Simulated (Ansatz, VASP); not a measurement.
## Two plane-wave programs on Mg3TeSe2

The input INCAR:

```
  ALGO = Normal
  EDIFF = 1E-6
  EDIFFG = -0.01
  ENCUT = 600
  GGA = PE
  IBRION = 2
  ISIF = 3
  ISMEAR = 0
  LASPH = True
  LCHARG = False
  LREAL = False
  LWAVE = False
  NELM = 60
  NSW = 100
  PREC = Accurate
  SIGMA = 0.02
```

KPOINTS

```
k-points
0
Gamma
  12 12 4
```

POSCAR

```
Mg3TeSe2
1.0
    4.0077262000      0.0000000000      0.0000000000
   -2.0038631000      3.4707927000      0.0000000000
    0.0000000000      0.0000000000      9.8229679000
Mg Te Se
3 1 2
Direct
    0.3333333000      0.6666667000      0.1817390000
    0.6666667000      0.3333333000      0.8182610000
    0.0000000000      0.0000000000      0.5000000000
    0.0000000000      0.0000000000      0.0000000000
    0.3333333000      0.6666667000      0.6593450000
    0.6666667000      0.3333333000      0.3406550000
```

Input for Ansatz:

```yaml
crystal:
  lattice:
    - [4.0077262, 0.0, 0.0]
    - [-2.0038631, 3.4707927, 0.0]
    - [0.0, 0.0, 9.8229679]
  atoms:
    - { symbol: Mg, position: [0.3333333, 0.6666667, 0.181739] }
    - { symbol: Mg, position: [0.6666667, 0.3333333, 0.818261] }
    - { symbol: Mg, position: [0.0, 0.0, 0.5] }
    - { symbol: Te, position: [0.0, 0.0, 0.0] }
    - { symbol: Se, position: [0.3333333, 0.6666667, 0.659345] }
    - { symbol: Se, position: [0.6666667, 0.3333333, 0.340655] }
basis:
  ecutwfc: 420
kpoints:
  mp_grid: { grid: [12, 12, 4] }
hamiltonian:
  xc: pbe
scf:
  occupations: { method: gaussian, width: 0.02 }
output:
  forces: true
  stress: true
  eigenvalues: true
relax:
  adjacent_minimum: "off"
  f_tol: 0.01
  max_steps: 80
  cell: { stress_tol: 0.05 }
```

Change from the starting cell: relaxed end of: species swapped into the InSn2Te3 type (P-3m1, No. 164).

Alike in both runs: task relaxation of cell and atoms; functional PBE; k mesh 12 × 12 × 4; occupations gaussian, width 0.02 eV; no spin polarisation.

|  | VASP | Ansatz |
| --- | --- | --- |
| version | VASP 6.6.1 | Ansatz 0.2.0 |
| potentials or method | VASP PAW PBE potentials, release 64 (Mg, Te, Se), cutoff 600 eV | scalar-relativistic, plane waves, PAW |
| valence electrons in the cell | 24 | 78 |

|  | VASP | Ansatz | Ansatz less VASP |
| --- | --- | --- | --- |
| gap on the k mesh at the Fermi level, each at its own relaxed structure (eV) | 0.47 | 0.50 | +0.028 |
| relaxed volume (Å³/atom) | 22.73 | 22.77 | +0.043 |
| relaxed length of the cell vector where the two differ most in proportion (Å) | 9.817 | 9.823 | +0.0062 |

VASP's potentials hold 24 valence electrons a cell and Ansatz's 78, so a difference there can come from the potentials and not from the codes.

Neither program's run includes spin-orbit coupling.
